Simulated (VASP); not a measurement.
Wanted: the native input for a VASP 6.6.1 run.

- Task: single point
- Functional: PBE
- Potentials or basis: VASP PAW PBE potentials, release 64 (Si, O)
- Cutoff: 520 eV
- k mesh: 6 × 6 × 4
- Occupations: gaussian, width 0.02 eV
- Spin: no spin polarisation
- Dipole correction: no
- Further INCAR settings: ALGO = Normal; EDIFF = 1e-06; NBANDS = 34

The structure of SiO2 lies in POSCAR:

```
SiO2
1.0
    5.1053779268      0.0000000000      0.0000000000
   -2.5526889634      4.4213869806      0.0000000000
    0.0000000000      0.0000000000      5.5850467895
Si O
3 6
Direct
    0.0000000000      0.5000000000      0.3333333333
    0.5000000000      0.5000000000      0.6666666667
    0.5000000000      0.0000000000      0.0000000000
    0.5839605948      0.7919802974      0.8333333333
    0.7919802974      0.5839605948      0.5000000000
    0.7919802974      0.2080197026      0.1666666667
    0.4160394052      0.2080197026      0.8333333333
    0.2080197026      0.4160394052      0.5000000000
    0.2080197026      0.7919802974      0.1666666667
```

These files were run (other wordings do the same):

INCAR

```
SYSTEM = SiO2
  PREC = Accurate
  ENCUT = 520
  EDIFF = 1E-6
  ISMEAR = 0
  SIGMA = 0.02
  LREAL = .FALSE.
  LASPH = .TRUE.
  NELM = 60
  ALGO = Normal
  ISIF = 2
  LWAVE = .FALSE.
  LCHARG = .FALSE.
  GGA = PE
  NBANDS = 34
```

KPOINTS

```
regular mesh
0
G
  6 6 4
  0 0 0
```

Potentials or basis: VASP PAW PBE potentials, release 64 (Si, O).

Launch:

```console
$ cat potpaw_PBE.64/Si/POTCAR potpaw_PBE.64/O/POTCAR > POTCAR
$ mpirun -np 1 vasp_std > vasp.out
```

Results of the run:

The pressure is 0.1 GPa, the largest force is 0.012 eV/Å and the band gap on the k mesh is 5.55 eV, indirect (least direct gap 5.73 eV).

Wall time 56 s on 1 thread of Intel(R) Xeon(R) Platinum 8559C (Emerald Rapids) (shared host), peak memory 0.26 GiB.
